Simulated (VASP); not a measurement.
Crystal: Ir.

```
CELL_PARAMETERS angstrom
0.00000 1.91970 1.91970
1.91970 0.00000 1.91970
1.91970 1.91970 0.00000
ATOMIC_POSITIONS crystal
Ir 0.00000 0.00000 0.00000
```

| Quantity | Value |
| --- | --- |
| Program | VASP 6.6.1 |
| Task | relaxation of cell and atoms |
| Functional | LDA |
| Potentials or basis | VASP PAW LDA potentials, release 64 (Ir) |
| Cutoff | 600 eV |
| k mesh | 14 × 14 × 14 |
| Occupations | fermi-dirac, width 0.05 eV |
| Spin | collinear spin, ferromagnetic start |
| Starting moments | [1.0] μB |

At the start: pressure -5.9 GPa; volume 14.15 Å³/atom.

Task: How do energy, volume and symmetry change on relaxing?

Result: Over 4 steps the energy falls by 3.9 meV/atom and the volume is 13.94 Å³/atom (-1.5 %); space group Fm-3m (No. 225, to 0.05 Å); moment 0.00 μB per cell.

Step by step:
```csv
step,energy change (eV),largest force (eV/Å),pressure (GPa),volume (Å³)
1,0.0000,0.0000,-5.85,14.15
2,0.0648,0.0000,28.52,13.12
3,-0.0039,0.0000,-0.17,13.94
4,-0.0039,0.0000,-0.02,13.94
```

Final structure:
```
Ir
1.0
     0.00000    1.91010    1.91010
     1.91010    0.00000    1.91010
     1.91010    1.91010    0.00000
Ir
1
Direct
  0.00000 0.00000 0.00000
```
